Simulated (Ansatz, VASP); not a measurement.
**Ta3TiN4: VASP beside Ansatz**

```
Ti Ta N
1.0
     4.38013    0.00000    0.00000
     0.00000    4.38013    0.00000
     0.00000    0.00000    4.38013
Ti Ta N
1 3 4
Direct
  0.00000 0.00000 0.00000
  0.00000 0.50000 0.50000
  0.50000 0.50000 0.00000
  0.50000 0.00000 0.50000
  0.50000 0.00000 0.00000
  0.00000 0.00000 0.50000
  0.50000 0.50000 0.50000
  0.00000 0.50000 0.00000
```

Alike in both runs: functional PBE; k mesh 8 × 8 × 8; occupations gaussian, width 0.1 eV; no spin polarisation.

Ansatz relaxed the structure, and its values are those at the end. VASP's run is a single point on that final structure, the one shown.

|  | VASP | Ansatz |
| --- | --- | --- |
| version | VASP 6.6.1 | Ansatz 0.2.0 |
| potentials or method | VASP PAW PBE potentials, release 64 (Ti_sv, Ta_pv, N), cutoff 520 eV | scalar-relativistic, plane waves, PAW |
| valence electrons in the cell | 65 | 71 |

VASP gave:

| Item | Value |
| --- | --- |
| gap on the k mesh at the Fermi level (eV) | none |
| pressure (GPa) | 0.7 |

Task: What did Ansatz give for the same quantities?

Result: gap on the k mesh at the Fermi level (eV): none; pressure (GPa): 0.0.

A gap of «none» marks a metal or a gap that the smearing closes. VASP's potentials hold 65 valence electrons a cell and Ansatz's 71, so a difference there can come from the potentials and not from the codes.

Spin-orbit coupling is off throughout.
